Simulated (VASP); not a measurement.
# Al3Ru2 (I4/mmm) in VASP: notebook

The runs below take Al3Ru2 through single point, with PBEsol.

Everything below comes from runs of VASP 6.6.1. Logs are shortened: lines on timing, memory, paths and dates and some standing lists are left out, and cuts for length are marked.

## 1. The cell of the first run

The structure is tetragonal, space group I4/mmm (No. 139). Conventional cell: a = 3.212 Å, b = 3.212 Å, c = 13.867 Å, α = 90.00°, β = 90.00°, γ = 90.00°. Within 3.6 Å of Al (site symmetry 4/mmm) lie 6 Al at 2.71 to 3.21 Å and 8 Ru at 2.71 Å. Within 3.4 Å of Al (site symmetry 4mm) lie 5 Ru at 2.58 to 2.75 Å and 9 Al at 2.71 to 3.21 Å. Ru (site symmetry 4mm) has 9 Al at 2.58 to 2.75 Å and 5 Ru at 2.96 to 3.21 Å within 3.4 Å.

## 2. Single point, PBEsol (biaxial strain in the a-b plane: +4.5 %)

Contents of INCAR:

```
ALGO = Fast
EDIFF = 1E-6
ENCUT = 520
GGA = PS
ISIF = 2
ISMEAR = 0
LASPH = True
LCHARG = True
LELF = True
LREAL = False
LVHAR = True
LWAVE = False
NBANDS = 48
NELM = 60
PREC = Accurate
SIGMA = 0.1
```

Contents of KPOINTS:

```
k-points
0
Gamma
  12 12 4
```

Contents of POSCAR:

```
Al3Ru2
1.0
    3.2116641241      0.0000000000      0.0000000000
    0.0000000000      3.2116641241      0.0000000000
    0.0000000000      0.0000000000     13.8668697371
Al Ru
6 4
Direct
    0.0000000000      0.0000000000      0.0000000000
    0.5000000000      0.5000000000      0.3047433163
    0.0000000000      0.0000000000      0.1952566837
    0.5000000000      0.5000000000      0.5000000000
    0.0000000000      0.0000000000      0.8047433163
    0.5000000000      0.5000000000      0.6952566837
    0.5000000000      0.5000000000      0.1067449654
    0.0000000000      0.0000000000      0.3932550346
    0.0000000000      0.0000000000      0.6067449654
    0.5000000000      0.5000000000      0.8932550346
```

Potentials or basis: VASP PAW PBE potentials, release 64 (Al, Ru_pv).

On the command line:

```console
$ cat potpaw_PBE.64/Al/POTCAR potpaw_PBE.64/Ru_pv/POTCAR > POTCAR
$ mpirun -np 1 vasp_std > vasp.out
```

OUTCAR:

```text
EDIFF = 1E-6
   ENCUT = 520
   GGA = PS
   ISIF = 2
   ISMEAR = 0
   LASPH = True
   LREAL = False
   NELM = 60
   PREC = Accurate

 ion  position               nearest neighbor table
   1  0.000  0.000  0.000-   3 2.71   5 2.71   7 2.71  10 2.71   7 2.71  10 2.71   7 2.71  10 2.71
                             7 2.71  10 2.71
   2  0.500  0.500  0.305-   8 2.58   8 2.58   8 2.58   8 2.58   4 2.71   3 2.73   3 2.73   3 2.73
                             3 2.73   7 2.75
   3  0.000  0.000  0.195-   7 2.58   7 2.58   7 2.58   7 2.58   1 2.71   2 2.73   2 2.73   2 2.73
                             2 2.73   8 2.75
   4  0.500  0.500  0.500-   2 2.71   6 2.71   8 2.71   9 2.71   8 2.71   9 2.71   8 2.71   9 2.71
                             8 2.71   9 2.71
   5  0.000  0.000  0.805-  10 2.58  10 2.58  10 2.58  10 2.58   1 2.71   6 2.73   6 2.73   6 2.73
                             6 2.73   9 2.75
   6  0.500  0.500  0.695-   9 2.58   9 2.58   9 2.58   9 2.58   4 2.71   5 2.73   5 2.73   5 2.73
                             5 2.73  10 2.75
   7  0.500  0.500  0.107-   3 2.58   3 2.58   3 2.58   3 2.58   1 2.71   1 2.71   1 2.71   1 2.71
                             2 2.75  10 2.96
   8  0.000  0.000  0.393-   2 2.58   2 2.58   2 2.58   2 2.58   4 2.71   4 2.71   4 2.71   4 2.71
                             3 2.75   9 2.96
   9  0.000  0.000  0.607-   6 2.58   6 2.58   6 2.58   6 2.58   4 2.71   4 2.71   4 2.71   4 2.71
                             5 2.75   8 2.96
  10  0.500  0.500  0.893-   5 2.58   5 2.58   5 2.58   5 2.58   1 2.71   1 2.71   1 2.71   1 2.71
                             6 2.75   7 2.96

  LATTYP: Found a simple tetragonal cell.
 ALAT       =     3.2116641241
 C/A-ratio  =     4.3176587592

  Lattice vectors:

 A1 = (   3.2116641241,   0.0000000000,   0.0000000000)
 A2 = (   0.0000000000,   3.2116641241,   0.0000000000)
 A3 = (   0.0000000000,   0.0000000000,  13.8668697371)

Analysis of symmetry for initial positions (statically):
=====================================================================
 Subroutine PRICEL returns following result:

  LATTYP: Found a body centered tetragonal cell.
 ALAT       =     3.2116641241
 C/A-ratio  =     4.3176587592

  Lattice vectors:

 A1 = (  -1.6058320620,   1.6058320620,   6.9334348686)
 A2 = (   1.6058320620,  -1.6058320620,   6.9334348685)
 A3 = (   1.6058320620,   1.6058320620,  -6.9334348686)

   2 primitive cells build up your supercell.

 Routine SETGRP: Setting up the symmetry group for a
 simple tetragonal supercell.

 Subroutine GETGRP returns: Found 16 space group operations
 (whereof 16 operations were pure point group operations)
 out of a pool of 16 trial point group operations.

The static configuration has the point symmetry D_4h.

Analysis of symmetry for dynamics (positions and initial velocities):
=====================================================================
 Subroutine PRICEL returns following result:

  LATTYP: Found a body centered tetragonal cell.
 ALAT       =     3.2116641241
 C/A-ratio  =     4.3176587592

  Lattice vectors:

 A1 = (  -1.6058320620,   1.6058320620,   6.9334348686)
 A2 = (   1.6058320620,  -1.6058320620,   6.9334348685)
 A3 = (   1.6058320620,   1.6058320620,  -6.9334348686)

   2 primitive cells build up your supercell.

 Routine SETGRP: Setting up the symmetry group for a
 simple tetragonal supercell.

 Subroutine GETGRP returns: Found 16 space group operations
 (whereof 16 operations were pure point group operations)
 out of a pool of 16 trial point group operations.

The dynamic configuration has the point symmetry D_4h.

 Subroutine INISYM returns: Found 16 space group operations
 (whereof 16 operations are pure point group operations),
 and found     2 'primitive' translations

----------------------------------------------------------------------------------------

                                     Primitive cell

  volume of cell :      71.5169

  direct lattice vectors                    reciprocal lattice vectors
    -1.605832062  1.605832062  6.933434869     0.000000000  0.311365062  0.072114329
     1.605832062 -1.605832062  6.933434869     0.311365062  0.000000000  0.072114329
     1.605832062  1.605832062 -6.933434869     0.311365062  0.311365062  0.000000000

[... 21 lines left out ...]

Automatic generation of k-mesh.
 Grid dimensions read from file:
 generate k-points for:   12   12    4

 Generating k-lattice:

  Cartesian coordinates                     Fractional coordinates (reciprocal lattice)
     0.025947089  0.000000000  0.000000000     0.083333333  0.000000000  0.000000000
     0.000000000  0.025947089  0.000000000     0.000000000  0.083333333  0.000000000
     0.000000000  0.000000000  0.018028582     0.000000000  0.000000000  0.250000000

  Length of vectors
     0.025947089  0.025947089  0.018028582

  Shift w.r.t. Gamma in fractional coordinates (k-lattice)
     0.000000000  0.000000000  0.000000000

 Subroutine IBZKPT returns following result:
 ===========================================

 Found     84 irreducible k-points:

 Following reciprocal coordinates:
            Coordinates               Weight
  0.000000  0.000000  0.000000      1.000000
  0.083333  0.000000  0.000000      4.000000
  0.166667  0.000000  0.000000      4.000000
  0.250000  0.000000  0.000000      4.000000
  0.333333  0.000000  0.000000      4.000000
  0.416667  0.000000  0.000000      4.000000
[... 16 lines left out ...]
  0.333333  0.333333  0.000000      4.000000
  0.416667  0.333333  0.000000      8.000000
 [... further k-points ...]
   k-points           NKPTS =     84   k-points in BZ     NKDIM =     84   number of bands    NBANDS=     48
   number of dos      NEDOS =    301   number of ions     NIONS =     10
   total plane-waves  NPLWV =  62208
   dimension x,y,z NGX =    24 NGY =   24 NGZ =  108
   dimension x,y,z NGXF=    48 NGYF=   48 NGZF=  216
   ions per type =               6   4
   NGX,Y,Z   is equivalent  to a cutoff of  12.42, 12.42, 12.95 a.u.
   NGXF,Y,Z  is equivalent  to a cutoff of  24.85, 24.85, 25.90 a.u.
 SYSTEM =  unknown system
   PREC   = accura    normal or accurate (medium, high low for compatibility)
   ISTART =      0    job   : 0-new  1-cont  2-samecut
   ICHARG =      2    charge: 1-file 2-atom 10-const
   ISPIN  =      1    spin polarized calculation?
   LNONCOLLINEAR =      F non collinear calculations
   LSORBIT =      F    spin-orbit coupling
   LASPH  =      T    aspherical Exc in radial PAW
   ENCUT  =  520.0 eV  38.22 Ry    6.18 a.u.   5.97  5.97 25.78*2*pi/ulx,y,z
   NELM   =     60;   NELMIN=  2; NELMDL= -5     # of ELM steps
   EDIFF  = 0.1E-05   stopping-criterion for ELM
   LREAL  =      F    real-space projection
   EDIFFG = 0.1E-04   stopping-criterion for IOM
   NSW    =      0    number of steps for IOM
   IBRION =     -1    ionic relax: 0-MD 1-quasi-New 2-CG
   NFREE  =      0    steps in history (QN), initial steepest desc. (CG)
   ISIF   =      2    stress and relaxation
   ISYM   =      2    0-nonsym 1-usesym 2-fastsym
   POTIM  = 0.5000    time-step for ionic-motion
   TEBEG  =    0.0;   TEEND  =   0.0 temperature during run
   PSTRESS=    0.0 pullay stress
   NELECT =      74.0000    total number of electrons
   NUPDOWN=      -1.0000    fix difference up-down
   EMIN   =  10.00;   EMAX   =-10.00  energy-range for DOS
   EFERMI =   0.00;   METHOD = LEGACY
   ISMEAR =     0;   SIGMA  =   0.10  broadening in eV -4-tet -1-fermi 0-gaus
   EFERMI_NEDOS =   21; number of points for ismear=-14 and -15
   IALGO  =     68    algorithm
   IMIX   =      4    mixing-type and parameters
     AMIX     =   0.40;   BMIX     =  1.00
     AMIX_MAG =   1.60;   BMIX_MAG =  1.00
  volume/ion in A,a.u.               =      14.30        96.52
  Fermi-wavevector in a.u.,A,eV,Ry     =   1.314233  2.483541 23.500112  1.727210
  Thomas-Fermi vector in A             =   2.444501
   LORBIT       =      0    0 simple, 1 ext, 2 COOP (PROOUT), +10 PAW based schemes
   GGA     = PS    functional components
   LHFCALC =     F    Hartree Fock is set to
   AEXX    =    0.0000 exact exchange contribution
   IVDW    =     0    specifies the selected vdW correction
   LEPSILON=     F    determine dielectric tensor
   LRPA    =     F    only Hartree local field effects (RPA)
 non-spin polarized calculation
 RMM-DIIS sequential band-by-band and
 Gauss-broadening in eV      SIGMA  =   0.10
  energy-cutoff  :      520.00
  volume of cell :      143.03
 maximum number of plane-waves:      3912
 NGX is ok and might be reduce to    24
   NGX = 11   NGY = 11   NGZ = 51

 number of electron      74.0000008 magnetization

 Free energy of the ion-electron system (eV)
  ---------------------------------------------------
  ext. energy  EPLUGINS =         0.00000000
  ---------------------------------------------------
  free energy    TOTEN  =       -71.36582975 eV

  energy without entropy =      -71.34605681  energy(sigma->0) =      -71.35594328

 E-fermi :   9.6760     XC(G=0): -12.0244

 val. band max:        9.6641846216   @ k =   0.3333   0.1667   0.2500
 cond. band min:       9.6813813456   @ k =   0.4167   0.4167   0.2500
 fundamental gap:      0.0171967240
 Fermi energy:         9.6759720656

 k-point     1 :       0.0000    0.0000    0.0000
  band No.  band energies     occupation
      1     -32.2546      2.00000
      2     -32.2546      2.00000
      3     -32.2544      2.00000
      4     -32.2544      2.00000
      5     -32.2444      2.00000
      6     -32.2444      2.00000
[... 1213 lines left out ...]
     47      13.5453      0.00000
     48      13.8544      0.00000

 [... further k-points ...]

------------------------ aborting loop because EDIFF is reached ----------------------------------------

  FORCE on cell =-STRESS in cart. coord.  units (eV):
  Direction    XX          YY          ZZ          XY          YZ          ZX
  --------------------------------------------------------------------------------------
  -------------------------------------------------------------------------------------
  Total      -13.2448660    -13.2448660     -0.3446490      0.0000000      0.0000000      0.0000000
  in kB     -148.3609051   -148.3609051     -3.8605474      0.0000000      0.0000000      0.0000000
  external PRESSURE =    -100.1941192 kB  Pullay stress =       0.0000000 kB

 VOLUME and BASIS-vectors are now :
 -----------------------------------------------------------------------------
  energy-cutoff  :      520.00
  volume of cell :      143.03
      direct lattice vectors                 reciprocal lattice vectors
     3.211664124  0.000000000  0.000000000     0.311365062  0.000000000  0.000000000
     0.000000000  3.211664124  0.000000000     0.000000000  0.311365062  0.000000000
     0.000000000  0.000000000 13.866869737     0.000000000  0.000000000  0.072114329

 POSITION                                       TOTAL-FORCE (eV/Angst)
 -----------------------------------------------------------------------------------
      0.00000      0.00000      0.00000         0.000000     -0.000000     -0.000000
      1.60583      1.60583      4.22584         0.000000      0.000000     -0.078452
      0.00000      0.00000      2.70760         0.000000     -0.000000      0.078452
      1.60583      1.60583      6.93343        -0.000000     -0.000000     -0.000000
      0.00000      0.00000     11.15927         0.000000     -0.000000     -0.078452
      1.60583      1.60583      9.64103         0.000000      0.000000      0.078452
      1.60583      1.60583      1.48022        -0.000000     -0.000000      0.065234
      0.00000      0.00000      5.45322        -0.000000      0.000000     -0.065234
      0.00000      0.00000      8.41365         0.000000      0.000000      0.065234
      1.60583      1.60583     12.38665         0.000000      0.000000     -0.065234
 -----------------------------------------------------------------------------------
    total drift:                                0.000000     -0.000000      0.000000

  FREE ENERGIE OF THE ION-ELECTRON SYSTEM (eV)
  ---------------------------------------------------
  free  energy   TOTEN  =       -71.3658297528 eV

  energy  without entropy=      -71.3460568091  energy(sigma->0) =      -71.35594328
```

It took 4.4 min on 1 thread of Intel Xeon 6975P-C (Granite Rapids), shared host; peak memory 0.53 GiB.

Results:

```
Free energy            : -71.3658 eV
Pressure               : -10.0 GPa
Largest force          : 0.078 eV/Å
Band gap on the k mesh : zero (bands 37 and 38 overlap by 1.65 eV)
```

Forces on the atoms (eV/Å):
```
Al   0.000  0.000  0.000
Al   0.000  0.000 -0.078
Al   0.000  0.000  0.078
Al   0.000  0.000  0.000
Al   0.000  0.000 -0.078
Al   0.000  0.000  0.078
Ru   0.000  0.000  0.065
Ru   0.000  0.000 -0.065
Ru   0.000  0.000  0.065
Ru   0.000  0.000 -0.065
```

Caveat: the cell differs from its parent crystal (biaxial strain in the a-b plane: +4.5 %); the cell stands under tension; the PAW data sets were made with another functional, which shifts forces and pressure a little.

## 3. Single point, PBEsol (14.81 Å³/atom)

Contents of INCAR:

```
SYSTEM = Al3Ru2
ALGO = Fast
EDIFF = 1E-7
ENCUT = 520
GGA = PS
ISIF = 2
ISMEAR = 0
LASPH = .True.
LCHARG = .False.
LREAL = .False.
LWAVE = .False.
NBANDS = 26
NELM = 60
PREC = Accurate
SIGMA = 0.1
```

Contents of KPOINTS:

```
k-points
0
Gamma
  16 16 16
  0 0 0
```

Contents of POSCAR:

```
Al3Ru2
1.0
   -1.5778605795      1.5778605795      7.4346187325
    1.5778605795     -1.5778605795      7.4346187325
    1.5778605795      1.5778605795     -7.4346187325
Al Ru
3 2
Direct
    0.0000000000      0.0000000000      0.0000000000
    0.8096673917      0.8096673917      0.0000000000
    0.1903326083      0.1903326083      0.0000000000
    0.6048727565      0.6048727565      0.0000000000
    0.3951272435      0.3951272435      0.0000000000
```

Potentials or basis: VASP PAW PBE potentials, release 64 (Al, Ru_pv).

On the command line:

```console
$ cat potpaw_PBE.64/Al/POTCAR potpaw_PBE.64/Ru_pv/POTCAR > POTCAR
$ mpirun -np 1 vasp_std > vasp.out
```

It took 49 min on 1 thread of Intel Xeon Platinum 8488C (Sapphire Rapids), shared host; peak memory 0.89 GiB.

It converged, with:

```yaml
Free_energy: -35.6588 eV
Pressure: -14.3 GPa
Largest_force: 0.008 eV/Å
Band_gap_on_the_k_mesh: zero (an odd number of electrons rules out a gap without spin polarisation)
```

Forces in eV/Å, atoms in the order of the input:
```
Al   0.000  0.000  0.000
Al   0.000  0.000 -0.008
Al   0.000  0.000  0.008
Ru   0.000  0.000  0.007
Ru   0.000  0.000 -0.007
```

Levels at points of the mesh, in eV from the Fermi level:
```tsv
k point	band 17	band 18	band 19	band 20	band 21	band 22
(0.00, 0.00, 0.00)	-0.73	-0.21	-0.10	2.91	3.92	5.24
(0.50, 0.00, 0.00)	-1.55	-0.93	-0.31	1.12	1.40	3.52
(0.50, 0.50, 0.00)	0.36	0.62	0.96	0.99	1.78	1.81
(0.50, 0.50, 0.50)	-0.48	-0.20	-0.11	1.99	4.21	4.21
```

Caveat: the cell stands under tension; the PAW data sets were made with another functional, which shifts forces and pressure a little.

## 4. Single point, PBEsol

This run uses another cell than the first one, of 13.46 Å³/atom.

Contents of INCAR:

```
SYSTEM = Al3Ru2
PREC = Accurate
ENCUT = 520
EDIFF = 1E-6
ISMEAR = 0
SIGMA = 0.15
LREAL = .FALSE.
LASPH = .TRUE.
NELM = 80
ALGO = Fast
ISIF = 2
LWAVE = .FALSE.
LCHARG = .FALSE.
GGA = PS
NBANDS = 48
```

Contents of KPOINTS:

```
Automatic mesh
0
G
  15 15 4
  0 0 0
```

Contents of POSCAR:

```
Al3Ru2
1.0
   -3.0733627987      0.0000000000      0.0000000000
    0.0000000000     -3.0733627987      0.0000000000
    0.0000000000      0.0000000000     14.2516646833
Al Ru
6 4
Direct
    0.5000000000      0.5000000000      0.5000000000
    1.0000000000      1.0000000000      0.0000000000
    0.5000000000      0.5000000000      0.3062567814
    1.0000000000      1.0000000000      0.8062567814
    0.5000000000      0.5000000000      0.6937432186
    1.0000000000      1.0000000000      0.1937432186
    0.0000000000      0.0000000000      0.6056584131
    0.5000000000      0.5000000000      0.1056584131
    0.0000000000      0.0000000000      0.3943415869
    0.5000000000      0.5000000000      0.8943415869
```

On the command line:

```console
$ cat potpaw_PBE.64/Al/POTCAR potpaw_PBE.64/Ru_pv/POTCAR > POTCAR
$ mpirun -np 1 vasp_std > vasp.out
```

It took 10 min on 1 thread of Intel Xeon Platinum 8488C (Sapphire Rapids), shared host; peak memory 0.59 GiB.

The run converged. Its results:

| Quantity | Value |
| --- | --- |
| Free energy | -71.9698 eV |
| Pressure | 0.2 GPa |
| Largest force | 0.014 eV/Å |
| Band gap on the k mesh | zero (bands 37 and 38 overlap by 1.77 eV) |

Forces on the atoms (eV/Å):
```
Al   0.000  0.000  0.000
Al   0.000  0.000  0.000
Al   0.000  0.000 -0.014
Al   0.000  0.000 -0.014
Al   0.000  0.000  0.014
Al   0.000  0.000  0.014
Ru   0.000  0.000 -0.006
Ru   0.000  0.000 -0.006
Ru   0.000  0.000  0.006
Ru   0.000  0.000  0.006
```

Stress tensor (GPa, compression positive):
```
0.15 0.00 0.00
0.00 0.15 0.00
0.00 0.00 0.23
```

Levels at points of the mesh, in eV from the Fermi level:
```
           k point  band 36  band 37  band 38  band 39  band 40  band 41
(0.00, 0.00, 0.00)    -0.21    -0.10    -0.09     2.40     3.41     4.33
(0.00, 0.00, 0.50)    -0.22    -0.09    -0.09     2.72     2.72     4.71
```

Caveat: the PAW data sets were made with another functional, which shifts forces and pressure a little.

(Continued in part 2 of 2.)
